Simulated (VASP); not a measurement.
Write the native input for VASP 6.6.1 that does the following.

```yaml
Task: single point
Functional: PBEsol
Potentials_or_basis: VASP PAW PBE potentials, release 64 (Si, Ni, Cu)
Cutoff: 520 eV
k_mesh: 9 × 9 × 1
Occupations: gaussian, width 0.1 eV
Spin: no spin polarisation
Dipole_correction: yes
Further_INCAR_settings: ALGO = Normal; EDIFF = 1e-06; NBANDS = 44
```

The structure of CuSi6Ni3 lies in POSCAR:

```
CuSi6Ni3
1.0
    3.8123023665      0.0000000000      0.0000000000
   -1.9061511833      3.3015506963      0.0000000000
    0.0000000000      0.0000000000     26.7818296193
Si Ni Cu
6 3 1
Direct
    0.0000000000      0.0000000000      0.3173793621
    0.3333333333      0.6666666667      0.3754921179
    0.6666666667      0.3333333333      0.4336048736
    0.0000000000      0.0000000000      0.4918114102
    0.3333333333      0.6666666667      0.5526131972
    0.6666666667      0.3333333333      0.6072566267
    0.6666666667      0.3333333333      0.3464357400
    0.3333333333      0.6666666667      0.4621681246
    0.0000000000      0.0000000000      0.5756074253
    0.6666666667      0.3333333333      0.6887015010
```

These files were run (other wordings do the same):

INCAR

```
  PREC = Accurate
  ENCUT = 520
  EDIFF = 1E-6
  ISMEAR = 0
  SIGMA = 0.1
  LREAL = False
  LASPH = True
  NELM = 100
  ALGO = Normal
  ISIF = 2
  LWAVE = False
  LCHARG = False
  LDIPOL = True
  IDIPOL = 3
  DIPOL = 0.5 0.5 0.485
  GGA = PS
  NBANDS = 44
```

KPOINTS

```
regular mesh
0
Gamma
  9 9 1
```

Potentials or basis: VASP PAW PBE potentials, release 64 (Si, Ni, Cu).

The run is started by

```console
$ cat potpaw_PBE.64/Si/POTCAR potpaw_PBE.64/Ni/POTCAR potpaw_PBE.64/Cu/POTCAR > POTCAR
$ mpirun -np 1 vasp_std > vasp.out
```

It gave:

The largest force is 0.620 eV/Å.

Caveat: the PAW data sets were made with another functional, which shifts forces and pressure a little.

Wall time 7.3 min on 1 thread of Intel(R) Xeon(R) Platinum 8559C (Emerald Rapids), with other jobs on the host, peak memory 0.47 GiB.
